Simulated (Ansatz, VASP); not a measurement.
## Pt in VASP and in Ansatz

```
Pt
1.0
     2.68837    0.00000    0.00000
    -1.34418    2.32819    0.00000
     0.00000    0.00000    2.69001
Pt
1
Direct
  0.00000 0.00000 0.00000
```

Alike in both runs: functional PBE; k mesh 16 × 16 × 15; occupations fermi-dirac, width 0.08 eV; no spin polarisation.

Ansatz relaxed the structure, and its values are those at the end. VASP's run is a single point on that final structure, the one shown.

```csv
,VASP,Ansatz
version,VASP 6.6.1,Ansatz 0.2.0
potentials or method,"VASP PAW PBE potentials, release 64 (Pt)","PAW with Ansatz's default frozen-core files, scalar-relativistic"
plane-wave cutoff (eV),520,420
valence electrons in the cell,10,18
```

```csv
,VASP,Ansatz,Ansatz less VASP
pressure (GPa),-0.5,0.0,+0.54
```

With one functional, cell and mesh, what is left measures potentials, basis and numerics. VASP's potentials hold 10 valence electrons a cell and Ansatz's 18, so a difference there can come from the potentials and not from the codes.

Spin-orbit coupling is off throughout.
